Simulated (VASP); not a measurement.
Runs of VASP 6.6.1 on C4N. The structure is that of space group Cmmm (No. 65), or close to it. The cells are those of the table. 

```tsv
task	spin	cell	k mesh	cutoff (eV)	gap on the mesh (eV)	pressure (GPa)	moment (μB)	relaxed volume (Å³/atom)	largest force (eV/Å)
single point	collinear, ferromagnetic start	a = 4.483, b = 4.483, c = 2.776 Å, angles 90.0, 90.0, 92.8°, 5 atoms	4 × 4 × 6	520	none	-21.0	0.00	-	1.58
single point	off	a = 4.888, b = 4.888, c = 2.561 Å, angles 90.0, 90.0, 121.6°, 5 atoms	4 × 4 × 6	520	none	0.3	-	-	0.12
single point	off	a = 4.975, b = 4.975, c = 2.556 Å, angles 90.0, 90.0, 122.8°, 5 atoms	10 × 10 × 14	520	none	0.2	-	-	0.09
single point	collinear, ferromagnetic start	a = 4.888, b = 4.888, c = 2.561 Å, angles 90.0, 90.0, 121.6°, 5 atoms	4 × 4 × 6	520	none	0.3	0.00	-	0.12
single point	off	a = 4.483, b = 4.483, c = 2.776 Å, angles 90.0, 90.0, 92.8°, 5 atoms	4 × 4 × 6	520	none	-21.0	-	-	1.58
relaxation of cell and atoms	off	relaxed from a = 4.888, b = 4.888, c = 2.561 Å, angles 90.0, 90.0, 121.6°, 5 atoms	10 × 10 × 14	600	none	0.0	-	(a)	0.01
relaxation of cell and atoms	off	relaxed from a = 4.483, b = 4.483, c = 2.776 Å, angles 90.0, 90.0, 92.8°, 5 atoms	4 × 4 × 6	600	none	0.0	-	9.57	0.02
```

Alike in all rows: level PBE; potentials or basis VASP PAW PBE potentials, release 64 (C, N); smearing gaussian 0.1 eV.

**Question.** Fill in the values left out.

**Answer.** (a) 10.38.

Caveats: some runs use coarse meshes; forces of over 1 eV/Å act on the atoms, so gaps and moduli don't describe the material at rest (some runs).

A gap of «none» marks levels without a gap at the run's occupations.
